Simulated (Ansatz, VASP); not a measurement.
## Two plane-wave programs on KF

Contents of POSCAR:

```
KF
1.0
    3.2589550000      0.0000000000      0.0000000000
    0.0000000000      3.2589550000      0.0000000000
    0.0000000000      0.0000000000      3.2589550000
K F
1 1
Direct
    0.0000000000      0.0000000000      0.0000000000
    0.5000000000      0.5000000000      0.5000000000
```

The input INCAR.step1:

```
SYSTEM = KF
PREC     = Accurate       ! precision mode
ENCUT    = 520            ! plane-wave cutoff, eV
ISMEAR   = 0              ! smearing method
SIGMA    = 0.1            ! smearing width, eV
LREAL    = .FALSE.        ! projectors in reciprocal space
LASPH    = .TRUE.         ! aspherical terms in the spheres
NELM     = 80             ! most SCF steps
NBANDS   = 15             ! bands
GGA      = PE             ! functional
ALGO     = Normal         ! electronic algorithm
EDIFF    = 1E-4           ! SCF threshold, eV
LWAVE    = .TRUE.         ! write WAVECAR
LCHARG   = .FALSE.        ! write CHGCAR
```

Contents of INCAR.step2:

```
SYSTEM = KF
PREC     = Accurate       ! precision mode
ENCUT    = 520            ! plane-wave cutoff, eV
EDIFF    = 1E-7           ! SCF threshold, eV
ISMEAR   = 0              ! smearing method
SIGMA    = 0.1            ! smearing width, eV
LREAL    = .FALSE.        ! projectors in reciprocal space
LASPH    = .TRUE.         ! aspherical terms in the spheres
NELM     = 80             ! most SCF steps
ALGO     = Normal         ! electronic algorithm
ISIF     = 2              ! what is computed and relaxed
LWAVE    = .FALSE.        ! write WAVECAR
LCHARG   = .FALSE.        ! write CHGCAR
METAGGA  = R2SCAN         ! meta-GGA
LMIXTAU  = .TRUE.       
NBANDS   = 15             ! bands
ISTART   = 1
```

KPOINTS

```
Automatic mesh
0
G
  8 8 8
  0 0 0
```

Input for Ansatz:

```yaml
crystal:
  lattice:
    - [3.258955, 0.0, 0.0]
    - [0.0, 3.258955, 0.0]
    - [0.0, 0.0, 3.258955]
  atoms:
    - { symbol: K, position: [0.0, 0.0, 0.0] }
    - { symbol: F, position: [0.5, 0.5, 0.5] }
basis:
  ecutwfc: 500
kpoints:
  mp_grid: { grid: [8, 8, 8] }
hamiltonian:
  xc: r2scan
scf:
  occupations: { method: gaussian, width: 0.1 }
  lower_state_search: "off"
output:
  forces: true
  stress: true
  eigenvalues: true
```

Alike in both runs: task single point; functional r2SCAN; k mesh 8 × 8 × 8; occupations gaussian, width 0.1 eV; no spin polarisation.

```csv
,VASP,Ansatz
version,VASP 6.6.1,Ansatz 0.2.0
potentials or method,"VASP PAW PBE potentials, release 64 (K_sv, F), cutoff 520 eV","scalar-relativistic, plane waves, PAW"
valence electrons in the cell,16,16
```

```csv
,VASP,Ansatz,Ansatz less VASP
gap on the k mesh at the Fermi level (eV),7.15,7.15,-0.001
least direct gap on the mesh (eV),7.20,7.20,-0.003
pressure (GPa),-2.7,-2.6,+0.07
```

VASP's potentials were made for PBE, not for r2SCAN.
